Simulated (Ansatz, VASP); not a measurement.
**One calculation of Os, two programs**

```
Os
1.0
    -1.53058    1.53058    1.53058
     1.53058   -1.53058    1.53058
     1.53058    1.53058   -1.53058
Os
1
Cartesian
  0.0000 0.0000 0.0000
```

Alike in both runs: functional PBEsol; k mesh 8 × 8 × 8; occupations gaussian, width 0.1 eV; no spin polarisation.

Ansatz relaxed the structure, and its values are those at the end. VASP's run is a single point on that final structure, the one shown.

|  | VASP | Ansatz |
| --- | --- | --- |
| version | VASP 6.6.1 | Ansatz 0.2.0 |
| potentials or method | VASP PAW PBE potentials, release 64 (Os), cutoff 520 eV | scalar-relativistic, plane waves, PAW |
| valence electrons in the cell | 8 | 16 |

Ansatz gave:

* gap on the k mesh at the Fermi level (eV): none
* pressure (GPa): 0.0

Estimate VASP's values.

gap on the k mesh at the Fermi level (eV): none; pressure (GPa): 0.6.

VASP's potentials were made for PBE, not for PBEsol. A gap of «none» marks a metal or a gap that the smearing closes. VASP's potentials hold 8 valence electrons a cell and Ansatz's 16, so a difference there can come from the potentials and not from the codes.

The k mesh is coarse, so the values compare programs but aren't converged. Spin-orbit coupling is off throughout.
